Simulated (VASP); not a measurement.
The system is MgI2.

```xyz
3
Lattice="4.1400 0.0000 0.0000 -2.0700 3.5853 0.0000 0.0000 0.0000 6.8800" Properties=species:S:1:pos:R:3 pbc="T T T"
I     2.0700    1.1951    5.1600
I     0.0000    2.3902    1.7200
Mg    0.0000    0.0000    0.0000
```

* Program: VASP 6.6.1
* Task: relaxation of cell and atoms
* Functional: PBE
* Potentials or basis: VASP PAW PBE potentials, release 64 (I, Mg)
* Cutoff: 600 eV
* k mesh: 8 × 8 × 4
* Occupations: fermi-dirac, width 0.05 eV
* Spin: no spin polarisation

At the start: pressure 0.6 GPa; volume 34.04 Å³/atom.

Task: How do energy, volume and symmetry change on relaxing?

Result: Over 12 steps the energy falls by 19.1 meV/atom and the volume is 39.53 Å³/atom (+16.1 %); space group P-3m1 (No. 164, to 0.05 Å).

Step by step:
| step | energy change (eV) | largest force (eV/Å) | pressure (GPa) | volume (Å³) |
| --- | --- | --- | --- | --- |
| 1 | 0.0000 | 0.2553 | 0.59 | 102.12 |
| 2 | -0.0117 | 0.2512 | 0.20 | 103.97 |
| 3 | -0.0199 | 0.2462 | -0.43 | 107.45 |
| 4 | -0.0285 | 0.1331 | -0.13 | 107.41 |
| 5 | -0.0319 | 0.0014 | 0.23 | 107.36 |
| 6 | -0.0381 | 0.0021 | 0.18 | 108.35 |
| 7 | -0.0500 | 0.0011 | 0.11 | 111.31 |
| 8 | -0.0560 | 0.0139 | 0.16 | 117.08 |
| 9 | -0.0554 | 0.0787 | -0.34 | 120.43 |
| 10 | -0.0568 | 0.0414 | -0.06 | 118.52 |
| 11 | -0.0571 | 0.0216 | 0.04 | 118.65 |
| 12 | -0.0572 | 0.0029 | 0.00 | 118.60 |

Final structure:
```
CELL_PARAMETERS angstrom
4.20422 0.00000 0.00000
-2.10211 3.64096 0.00000
0.00000 0.00000 7.74771
ATOMIC_POSITIONS crystal
I 0.66667 0.33333 0.78418
I 0.33333 0.66667 0.21582
Mg 0.00000 0.00000 0.00000
```

Caveat: the volume moved by over 15 % at a fixed basis, so the end points are rough; this functional lacks dispersion, which binds the layers, so the pressure and a relaxed spacing across them are unreliable; the volume moved by +16 % from the deposited cell, more than functionals usually miss.
